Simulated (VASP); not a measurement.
**W: single point with LDA**

W:

```
W
1.0
    -1.56769    1.56769    1.56769
     1.56769   -1.56769    1.56769
     1.56769    1.56769   -1.56769
W
1
Direct
  0.00000 0.00000 0.00000
```

| Quantity | Value |
| --- | --- |
| Program | VASP 6.6.1 |
| Task | single point |
| Functional | LDA |
| Potentials or basis | VASP PAW LDA potentials, release 64 (W_sv) |
| Cutoff | 520 eV |
| k mesh | 14 × 14 × 14 |
| Occupations | methfessel-paxton, width 1 eV |
| Spin | no spin polarisation |
| Dipole correction | no |
| Further INCAR settings | ALGO = Normal; EDIFF = 1e-06; NBANDS = 13 |

```
Pressure               : 1.4 GPa
Band gap on the k mesh : zero (band 7 reaches 17.08 eV, above the bottom of band 8 at 10.42 eV)
```

Levels at points of the mesh, in eV from the Fermi level:
| k point | band 5 | band 6 | band 7 | band 8 | band 9 | band 10 |
| --- | --- | --- | --- | --- | --- | --- |
| (0.00, 0.00, 0.00) | -9.68 | -1.29 | -1.29 | -1.29 | 2.27 | 2.27 |
| (0.50, 0.00, 0.00) | -6.42 | -3.70 | 0.96 | 2.19 | 3.19 | 6.41 |
| (0.50, 0.50, 0.50) | -6.06 | -6.06 | 5.37 | 5.37 | 5.37 | 8.61 |

Run time: 25 s on 1 thread of AMD EPYC 7R43 64-Core Processor (Zen 3), with other jobs on the host, peak memory 0.1 GiB.

Caveat: spin-orbit coupling is left out, which moves the levels of the heavy elements.
